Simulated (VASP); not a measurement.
Set up this calculation in VASP 6.6.1, as the native input.

```yaml
Task: relaxation of cell and atoms
Functional: PBEsol
Potentials_or_basis: VASP PAW PBE potentials, release 64 (Fe, O)
Cutoff: 600 eV
k_mesh: 11 × 11 × 11
Occupations: fermi-dirac, width 0.05 eV
Spin: collinear spin, ferromagnetic start
Starting_moments: "[3.0, 0.0] μB"
Target_pressure: 10 GPa
Dipole_correction: no
Further_INCAR_settings: ALGO = Normal; EDIFF = 1e-07; IBRION = 2; EDIFFG = -0.005; NSW = 80; ISIF = 3
```

The structure of FeO (Wuestite) lies in POSCAR:

```
FeO
1.0
    0.0000000000      2.1554000000      2.1554000000
    2.1554000000      0.0000000000      2.1554000000
    2.1554000000      2.1554000000      0.0000000000
Fe O
1 1
Direct
    0.0000000000      0.0000000000      0.0000000000
    0.5000000000      0.5000000000      0.5000000000
```

The input as run:

INCAR

```
  ALGO = Normal
  EDIFF = 1E-7
  EDIFFG = -0.005
  ENCUT = 600
  GGA = PS
  IBRION = 2
  ISIF = 3
  ISMEAR = -1
  ISPIN = 2
  LASPH = True
  LCHARG = False
  LMAXMIX = 4
  LORBIT = 11
  LREAL = False
  LWAVE = False
  MAGMOM = 3 0
  NELM = 150
  NSW = 80
  PREC = Accurate
  PSTRESS = 100.0
  SIGMA = 0.05
```

KPOINTS

```
k-points
0
Gamma
  11 11 11
```

Potentials or basis: VASP PAW PBE potentials, release 64 (Fe, O).

Command:

```console
$ cat potpaw_PBE.64/Fe/POTCAR potpaw_PBE.64/O/POTCAR > POTCAR
$ mpirun -np 1 vasp_std > vasp.out
```

It gave:

The relaxed volume is 9.16 Å³/atom. The relaxed cell is a = 2.959 Å, b = 2.959 Å, c = 2.959 Å, α = 60.00°, β = 60.00°, γ = 60.00°, the space group after relaxing (to 0.05 Å) is Fm-3m (No. 225) and the energy change on relaxing (the enthalpy is what falls) is +0.9 meV/atom. The ionic steps are 3, the pressure after relaxing is 10.1 GPa and the band gap on the k mesh is zero (filled and empty bands overlap). The net moment is 3.97 μB per cell. The site moments are Fe +3.58; O +0.32 μB and the valence electrons inside the program's atomic spheres are Fe 6.91; O 5.01.

Caveat: the cell is relaxed towards a set pressure, so the enthalpy falls and the energy may rise; the PAW data sets were made with another functional, which shifts forces and pressure a little; a cell with one magnetic atom can't hold antiferromagnetic order, which such compounds often take; semilocal functionals often make such compounds metallic where correlation or magnetic order opens a gap, which also shifts bond lengths.

It took 2.8 min on 1 thread of AMD EPYC 7R13, with other jobs on the host, peak memory 0.15 GiB.
